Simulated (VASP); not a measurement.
Here is a VASP 6.6.1 calculation.

INCAR

```
ALGO = Normal
EDIFF = 1E-7
ENCUT = 520
GGA = CA
ISIF = 2
ISMEAR = -1
LASPH = True
LCHARG = False
LREAL = False
LWAVE = False
NBANDS = 7
NELM = 80
PREC = Accurate
SIGMA = 0.03
```

File KPOINTS:

```
k-points
0
Gamma
  19 19 19
```

File POSCAR:

```
Mg
1.0
   -1.4912650000      1.4765000000      1.4765000000
    1.4765000000     -1.4912650000      1.4765000000
    1.4765000000      1.4765000000     -1.4912650000
Mg
1
Direct
    0.0000000000      0.0000000000      0.0000000000
```

Potentials or basis: VASP PAW LDA potentials, release 64 (Mg).

Command:

```bash
$ cat potpaw_LDA.64/Mg/POTCAR > POTCAR
$ mpirun -np 1 vasp_std > vasp.out
```

(1) What does it give for the pressure?

(2) Estimate the band gap on the k mesh.

Results:

(1) 55.9 GPa.

(2) zero (band 1 reaches 9.75 eV, above the bottom of band 2 at 5.42 eV).

Caveat: the cell differs from its parent crystal (equal xy, yz and zx shear strains of -1 %).
